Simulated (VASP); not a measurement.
MnO:

```xyz
4
Lattice="0.0000 4.4460 4.4460 2.2230 0.0000 2.2230 2.2230 2.2230 0.0000" Properties=species:S:1:pos:R:3 pbc="T T T"
Mn    0.0000    0.0000    0.0000
Mn    0.0000    2.2230    2.2230
O     2.2230    2.2230    2.2230
O     2.2230    4.4460    4.4460
```

Base run:

* Program: VASP 6.6.1
* Functional: PBE
* Potentials or basis: VASP PAW PBE potentials, release 64 (Mn_pv, O)
* Cutoff: 520 eV
* k mesh: 4 × 8 × 8
* Occupations: fermi-dirac, width 0.05 eV
* Spin: collinear spin, ferromagnetic start
* Starting moments: [4.5, 4.5, 0.0, 0.0] μB

Its results: pressure 0.3 GPa; net moment 9.57 μB per cell; site moments Mn +4.34; O +0.20 μB.

Question: The run is repeated on the same cell with these changes: further incar settings from ALGO = Normal; EDIFF = 1e-06; NBANDS = 31 to ALGO = Normal; EDIFF = 1e-07; NBANDS = 31; hubbard terms from none to Mn d U = 4.0 eV. What comes out?

Answer: Pressure 7.7 GPa; net moment 10.00 μB per cell; site moments Mn +4.62; O +0.15 μB.

Caveats: the run started ferromagnetic, and an antiferromagnetic order may lie lower in energy; the cell stands under pressure (at least some runs).
